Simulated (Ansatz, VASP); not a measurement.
InP: VASP beside Ansatz

```
In P
1.0
     0.00000    2.81171    2.68706
     2.81171    0.00000    2.68706
     2.81171    2.81171    0.00000
In P
1 1
Direct
  0.00000 0.00000 0.00000
  0.50000 0.50000 0.50000
```

Change from the starting cell: strain +0.015 along x and y, -0.030 along z, atoms carried along.

Alike in both runs: task single point; functional PBE; k mesh 18 × 18 × 18; occupations gaussian, width 0.15 eV; no spin polarisation.

```csv
,VASP,Ansatz
version,VASP 6.6.1,Ansatz 0.2.0
potentials or method,"VASP PAW PBE potentials, release 64 (In_d, P), cutoff 520 eV","scalar-relativistic, plane waves, PAW"
valence electrons in the cell,18,18
```

|  | VASP | Ansatz | Ansatz less VASP |
| --- | --- | --- | --- |
| gap on the k mesh at the Fermi level (eV) | none | none | - |
| pressure (GPa) | 0.3 | 0.4 | +0.04 |
| traceless stress, the component that is largest in VASP (GPa) | 3.57 | 3.58 | +0.017 |

A gap of «none» marks a metal or a gap that the smearing closes. With one functional, cell and mesh, what is left measures potentials, basis and numerics.
